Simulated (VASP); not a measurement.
Runs of VASP 6.6.1 on Gd. The structure is that of space group Pm-3m (No. 221), or close to it. The cells are those of the table. This isn't the form of Gd at room conditions, which is hcp.

```csv
task,cell,cutoff (eV),gap on the mesh (eV),pressure (GPa),moment (μB)
single point,"a = 2.757 Å, 1 atom",520,none,19.1,(a)
single point,"a = 2.948 Å, 1 atom",520,none,(c),7.42
relaxation of cell and atoms,"relaxed from a = 3.310 Å, 1 atom",600,none,0.0,7.45
single point,"a = 2.869 Å, 1 atom",520,none,9.8,(b)
single point,"a = 3.086 Å, 1 atom",520,none,-0.2,7.48
```

Alike in all rows: level LDA; potentials or basis VASP PAW PBE potentials, release 64 (Gd); spin collinear, ferromagnetic start; k mesh 7 × 7 × 7; smearing gaussian 0.05 eV.

**Question.** Fill in the values left out.

**Answer.** (a) 7.23; (b) 7.31; (c) 5.2.

Caveats: the PAW data sets were made with another functional, which shifts forces and pressure a little; spin-orbit coupling is left out, which moves the levels of the heavy elements; semilocal functionals describe open f shells poorly, which spoils levels, moments and volumes; the cell stands under pressure (at least some runs).

A k mesh can miss the band edges, and the runs leave out spin-orbit coupling on Gd.

A gap of «none» marks levels without a gap at the run's occupations.
